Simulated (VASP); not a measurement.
Crystal: Be7S.

```
CELL_PARAMETERS angstrom
3.37896 0.00000 0.00000
-1.68948 2.92626 0.00000
0.00000 0.00000 8.09591
ATOMIC_POSITIONS crystal
Be 0.33333 0.66667 0.78947
Be 0.66667 0.33333 0.78947
Be 0.66667 0.33333 0.21053
Be 0.33333 0.66667 0.21053
Be 0.00000 0.00000 0.00000
Be 0.00000 0.00000 0.26242
Be 0.00000 0.00000 0.73758
S 0.00000 0.00000 0.50000
```

```yaml
Program: VASP 6.6.1
Task: relaxation of cell and atoms
Functional: PBE
Potentials_or_basis: VASP PAW PBE potentials, release 64 (Be, S)
Cutoff: 600 eV
k_mesh: 5 × 5 × 2
Occupations: gaussian, width 0.2 eV
Spin: no spin polarisation
```

At the start: pressure 16.1 GPa; volume 10.01 Å³/atom.

Question: Where does the relaxation end?

Answer: Over 17 steps the energy falls by 336.8 meV/atom and the volume is 11.09 Å³/atom (+10.8 %); space group P6/mmm (No. 191, to 0.05 Å).

The path:
| step | energy change (eV) | largest force (eV/Å) | pressure (GPa) | volume (Å³) |
| --- | --- | --- | --- | --- |
| 1 | 0.0000 | 1.1851 | 16.05 | 80.05 |
| 2 | -1.2687 | 0.9366 | 0.20 | 92.01 |
| 3 | -1.3034 | 0.8911 | -2.20 | 94.95 |
| 4 | -1.3038 | 0.8974 | -1.87 | 94.52 |
| 5 | -1.4966 | 0.8781 | -1.80 | 93.75 |
| 6 | -1.9645 | 0.8115 | -1.12 | 91.43 |
| 7 | -1.6205 | 3.0885 | 3.85 | 86.88 |
| 8 | -2.0931 | 1.3038 | -0.39 | 90.25 |
| 9 | -2.1259 | 1.8843 | 0.57 | 89.11 |
| 10 | -2.2181 | 1.7741 | 0.81 | 88.79 |
| 11 | -2.3750 | 1.3754 | 1.78 | 87.81 |
| 12 | -2.5133 | 1.0031 | 1.04 | 88.24 |
| 13 | -2.6838 | 0.1700 | -0.59 | 89.44 |
| 14 | -2.6839 | 0.1637 | -0.56 | 89.41 |
| 15 | -2.6876 | 0.1438 | -0.29 | 89.19 |
| 16 | -2.6916 | 0.1012 | 0.45 | 88.60 |
| 17 | -2.6940 | 0.0792 | 0.32 | 88.72 |

Final structure:
```yaml
crystal:
  lattice:
    - [3.55043, 0.00000, 0.00000]
    - [-1.77521, 3.07476, 0.00000]
    - [0.00000, 0.00000, 8.12656]
  atoms:
    - { symbol: Be, position: [0.33333, 0.66667, 0.85903] }
    - { symbol: Be, position: [0.66667, 0.33333, 0.85903] }
    - { symbol: Be, position: [0.66667, 0.33333, 0.14097] }
    - { symbol: Be, position: [0.33333, 0.66667, 0.14097] }
    - { symbol: Be, position: [0.00000, 0.00000, 0.00000] }
    - { symbol: Be, position: [0.00000, 0.00000, 0.26462] }
    - { symbol: Be, position: [0.00000, 0.00000, 0.73538] }
    - { symbol: S, position: [0.00000, 0.00000, 0.50000] }
```

Caveat: the k points lie up to 0.41 Å⁻¹ apart in the final cell; the relaxation stopped at a loose force limit of 0.08 eV/Å, so its end isn't a converged minimum.
